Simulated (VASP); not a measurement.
SiC:

```
C Si
1.0
     2.59434    0.00000    0.00000
     0.00000    3.40333    0.00000
     0.00000    0.00000    4.89402
C Si
2 2
Direct
  0.75000 0.00000 0.91173
  0.25000 0.00000 0.08827
  0.25000 0.50000 0.28865
  0.75000 0.50000 0.71135
```

* Program: VASP 6.6.1
* Task: relaxation of cell and atoms
* Functional: r2SCAN
* Potentials or basis: VASP PAW PBE potentials, release 64 (C, Si)
* Cutoff: 600 eV
* k mesh: 8 × 8 × 6
* Occupations: fermi-dirac, width 0.02 eV
* Spin: no spin polarisation

At the start: pressure -2.1 GPa; volume 10.80 Å³/atom.

Question: Where does the relaxation end?

Answer: Over 16 steps the energy falls by 2.4 meV/atom and the volume is 10.68 Å³/atom (-1.2 %); space group Pmma (No. 51, to 0.1 Å) before and after.

The path:
```
step  energy change (eV)  largest force (eV/Å)  pressure (GPa)  volume (Å³)
   1              0.0000                0.2031           -2.07        43.21
   2             -0.0046                0.2439            1.50        42.34
   3             -0.0065                0.1405            0.22        42.65
   4             -0.0084                0.0503            0.19        42.61
   5             -0.0087                0.0423            0.21        42.60
   6             -0.0089                0.0783           -0.21        42.67
   7             -0.0090                0.0369           -0.06        42.64
   8             -0.0093                0.0114            0.09        42.63
   9             -0.0094                0.0214            0.20        42.62
  10             -0.0096                0.0131           -0.06        42.69
  11             -0.0096                0.0166           -0.10        42.70
  12             -0.0097                0.0054           -0.07        42.71
  13             -0.0097                0.0137           -0.06        42.71
  14             -0.0098                0.0105            0.04        42.69
  15             -0.0098                0.0097            0.03        42.70
  16             -0.0098                0.0030           -0.04        42.71
```

Final structure:
```
CELL_PARAMETERS angstrom
2.57792 0.00000 0.00000
0.00000 3.35657 0.00000
0.00000 0.00000 4.93560
ATOMIC_POSITIONS crystal
C 0.75000 0.00000 0.91226
C 0.25000 0.00000 0.08774
Si 0.25000 0.50000 0.29270
Si 0.75000 0.50000 0.70730
```

Caveat: the PAW data sets were made with another functional, which shifts forces and pressure a little.
